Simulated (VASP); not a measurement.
# Na2Al2O (I4/mmm) in VASP: further runs

Runs on Na2Al2O. Level: PBE. Tasks: single point, relaxation of cell and atoms.

All numbers are computed with VASP 6.6.1; they aren't measurements. Logs are shortened: lines on timing, memory, paths and dates and some standing lists are left out, and cuts for length are marked.

### Step 1. The cell of the first run

The structure is tetragonal, space group I4/mmm (No. 139). The conventional cell has a = 3.792 Å, b = 3.792 Å, c = 9.151 Å, α = 90.00°, β = 90.00°, γ = 90.00°. Na (site symmetry 4mm) has 4 Al at 2.21 Å and 1 Na at 2.29 Å and 4 O at 2.91 Å within 3.0 Å. Within 3.0 Å of Al (site symmetry -4m2) lie 4 Na at 2.21 Å and 4 Al at 2.68 Å and 4 O at 2.97 Å. O (site symmetry 4/mmm) has 10 Na at 2.91 to 3.43 Å and 8 Al at 2.97 Å and 4 O at 3.79 Å within 3.8 Å.

The cell was built from a structure type or drawn by symmetry, and may not be a known phase.

### Step 2. Single point, PBE

INCAR reads:

```
SYSTEM = Na2Al2O
PREC = Accurate
ENCUT = 520
EDIFF = 1E-6
ISMEAR = 0
SIGMA = 0.1
LREAL = .False.
LASPH = .True.
NELM = 80
ALGO = Normal
ISIF = 2
LWAVE = .False.
LCHARG = .False.
GGA = PE
NBANDS = 21
```

KPOINTS reads:

```
regular mesh
0
Gamma
  6 6 6
  0 0 0
```

POSCAR reads:

```
Na2Al2O
1.0
   -1.8957647300      1.8957647300      4.5754706100
    1.8957647300     -1.8957647300      4.5754706100
    1.8957647300      1.8957647300     -4.5754706100
Na Al O
2 2 1
Direct
    0.6250064400      0.6250064400      0.0000000000
    0.3749935600      0.3749935600      0.0000000000
    0.2500000000      0.7500000000      0.5000000000
    0.7500000000      0.2500000000      0.5000000000
    0.0000000000      0.0000000000      0.0000000000
```

Potentials or basis: VASP PAW PBE potentials, release 64 (Na_pv, Al, O).

Run with:

```console
$ cat potpaw_PBE.64/Na_pv/POTCAR potpaw_PBE.64/Al/POTCAR potpaw_PBE.64/O/POTCAR > POTCAR
$ mpirun -np 1 vasp_std > vasp.out
```

OUTCAR:

```text
SYSTEM = Na2Al2O
   PREC = Accurate
   ENCUT = 520
   EDIFF = 1E-6
   ISMEAR = 0
   LREAL = .False.
   LASPH = .True.
   NELM = 80
   ISIF = 2
   GGA = PE

 ion  position               nearest neighbor table
   1  0.625  0.625  0.000-   3 2.21   4 2.21   3 2.21   4 2.21   2 2.29
   2  0.375  0.375  0.000-   3 2.21   4 2.21   3 2.21   4 2.21   1 2.29
   3  0.250  0.750  0.500-   2 2.21   1 2.21   2 2.21   1 2.21   4 2.68   4 2.68   4 2.68   4 2.68

   4  0.750  0.250  0.500-   2 2.21   1 2.21   2 2.21   1 2.21   3 2.68   3 2.68   3 2.68   3 2.68

   5  0.000  0.000  0.000-

  LATTYP: Found a body centered tetragonal cell.
 ALAT       =     3.7915294600
 C/A-ratio  =     2.4135223837

  Lattice vectors:

 A1 = (  -1.8957647300,   1.8957647300,   4.5754706100)
 A2 = (   1.8957647300,  -1.8957647300,   4.5754706100)
 A3 = (   1.8957647300,   1.8957647300,  -4.5754706100)

Analysis of symmetry for initial positions (statically):
=====================================================================
 Subroutine PRICEL returns:
 Original cell was already a primitive cell.

 Routine SETGRP: Setting up the symmetry group for a
 body centered tetragonal supercell.

 Subroutine GETGRP returns: Found 16 space group operations
 (whereof 16 operations were pure point group operations)
 out of a pool of 16 trial point group operations.

The static configuration has the point symmetry D_4h.

Analysis of symmetry for dynamics (positions and initial velocities):
=====================================================================
 Subroutine PRICEL returns:
 Original cell was already a primitive cell.

 Routine SETGRP: Setting up the symmetry group for a
 body centered tetragonal supercell.

 Subroutine GETGRP returns: Found 16 space group operations
 (whereof 16 operations were pure point group operations)
 out of a pool of 16 trial point group operations.

The dynamic configuration has the point symmetry D_4h.

 Subroutine INISYM returns: Found 16 space group operations
 (whereof 16 operations are pure point group operations),
 and found     1 'primitive' translations

----------------------------------------------------------------------------------------

                                     Primitive cell

  volume of cell :      65.7756

  direct lattice vectors                    reciprocal lattice vectors
    -1.895764730  1.895764730  4.575470610     0.000000000  0.263745808  0.109278377
[... 94 lines left out ...]
   EDIFFG = 0.1E-04   stopping-criterion for IOM
   NSW    =      0    number of steps for IOM
   IBRION =     -1    ionic relax: 0-MD 1-quasi-New 2-CG
   NFREE  =      0    steps in history (QN), initial steepest desc. (CG)
   ISIF   =      2    stress and relaxation
   ISYM   =      2    0-nonsym 1-usesym 2-fastsym
   POTIM  = 0.5000    time-step for ionic-motion
   TEBEG  =    0.0;   TEEND  =   0.0 temperature during run
   PSTRESS=    0.0 pullay stress
   NELECT =      26.0000    total number of electrons
   NUPDOWN=      -1.0000    fix difference up-down
   EMIN   =  10.00;   EMAX   =-10.00  energy-range for DOS
   EFERMI =   0.00;   METHOD = LEGACY
   ISMEAR =     0;   SIGMA  =   0.10  broadening in eV -4-tet -1-fermi 0-gaus
   EFERMI_NEDOS =   21; number of points for ismear=-14 and -15
   IALGO  =     38    algorithm
   IMIX   =      4    mixing-type and parameters
     AMIX     =   0.40;   BMIX     =  1.00
     AMIX_MAG =   1.60;   BMIX_MAG =  1.00
  volume/ion in A,a.u.               =      13.16        88.78
  Fermi-wavevector in a.u.,A,eV,Ry     =   1.201465  2.270439 19.640252  1.443518
  Thomas-Fermi vector in A             =   2.337273
   LORBIT       =      0    0 simple, 1 ext, 2 COOP (PROOUT), +10 PAW based schemes
   GGA     = PE    functional components
   LHFCALC =     F    Hartree Fock is set to
   AEXX    =    0.0000 exact exchange contribution
   IVDW    =     0    specifies the selected vdW correction
   LEPSILON=     F    determine dielectric tensor
   LRPA    =     F    only Hartree local field effects (RPA)
 non-spin polarized calculation
 Gauss-broadening in eV      SIGMA  =   0.10
  energy-cutoff  :      520.00
  volume of cell :       65.78
 maximum number of plane-waves:      1782
   NGX = 19   NGY = 19   NGZ = 19

 number of electron      26.0000011 magnetization

 Free energy of the ion-electron system (eV)
  ---------------------------------------------------
  ext. energy  EPLUGINS =         0.00000000
  ---------------------------------------------------
  free energy    TOTEN  =        -6.16326807 eV

  energy without entropy =       -6.15366758  energy(sigma->0) =       -6.15846783

 E-fermi :   6.4575     XC(G=0): -10.1821

 val. band max:        6.4473750062   @ k =  -0.3333   0.3333   0.0000
 cond. band min:       6.4644793186   @ k =  -0.3333   0.3333   0.3333
 fundamental gap:      0.0171043124
 Fermi energy:         6.4575175705

 k-point     1 :       0.0000    0.0000    0.0000
  band No.  band energies     occupation
      1     -20.0812      2.00000
      2     -19.7716      2.00000
      3     -19.7716      2.00000
      4     -19.7176      2.00000
      5     -19.7176      2.00000
      6     -19.4825      2.00000
[... 565 lines left out ...]
     20      14.2325      0.00000
     21      14.3485      0.00000

 [... further k-points ...]

------------------------ aborting loop because EDIFF is reached ----------------------------------------

  FORCE on cell =-STRESS in cart. coord.  units (eV):
  Direction    XX          YY          ZZ          XY          YZ          ZX
  --------------------------------------------------------------------------------------
  -------------------------------------------------------------------------------------
  Total       18.8923886     18.8923886     20.3157836      0.0000000      0.0000000      0.0000000
  in kB      460.1853761    460.1853761    494.8567752      0.0000000      0.0000000      0.0000000
  external PRESSURE =     471.7425091 kB  Pullay stress =       0.0000000 kB

 VOLUME and BASIS-vectors are now :
 -----------------------------------------------------------------------------
  energy-cutoff  :      520.00
  volume of cell :       65.78
      direct lattice vectors                 reciprocal lattice vectors
    -1.895764730  1.895764730  4.575470610     0.000000000  0.263745808  0.109278377
     1.895764730 -1.895764730  4.575470610     0.263745808  0.000000000  0.109278377
     1.895764730  1.895764730 -4.575470610     0.263745808  0.263745808  0.000000000

 POSITION                                       TOTAL-FORCE (eV/Angst)
 -----------------------------------------------------------------------------------
      0.00000      0.00000      5.71940         0.000000      0.000000     -6.706546
      0.00000      0.00000      3.43154        -0.000000     -0.000000      6.706546
      1.89576     -0.00000      2.28774        -0.000000     -0.000000     -0.000000
     -0.00000      1.89576      2.28774        -0.000000     -0.000000     -0.000000
      0.00000      0.00000      0.00000        -0.000000     -0.000000     -0.000000
 -----------------------------------------------------------------------------------
    total drift:                               -0.000000     -0.000000      0.000000

  FREE ENERGIE OF THE ION-ELECTRON SYSTEM (eV)
  ---------------------------------------------------
  free  energy   TOTEN  =        -6.1632680736 eV

  energy  without entropy=       -6.1536675767  energy(sigma->0) =       -6.15846783
```

Wall time 25 s (1 thread of Intel Xeon 6975P-C (Granite Rapids), shared host); peak memory 0.24 GiB.

What came out:

```yaml
Free_energy: -6.1633 eV
Pressure: 47.2 GPa
Largest_force: 6.707 eV/Å
Band_gap_on_the_k_mesh: zero (bands 13 and 14 overlap by 2.11 eV)
```

Forces in eV/Å, atoms in the order of the input:
```
Na   0.000  0.000 -6.707
Na   0.000  0.000  6.707
Al   0.000  0.000  0.000
Al   0.000  0.000  0.000
O    0.000  0.000  0.000
```

Caveat: the cell stands under pressure; forces of over 1 eV/Å act on the atoms, so gaps and moduli don't describe the material at rest.

(Continued in part 2 of 2.)
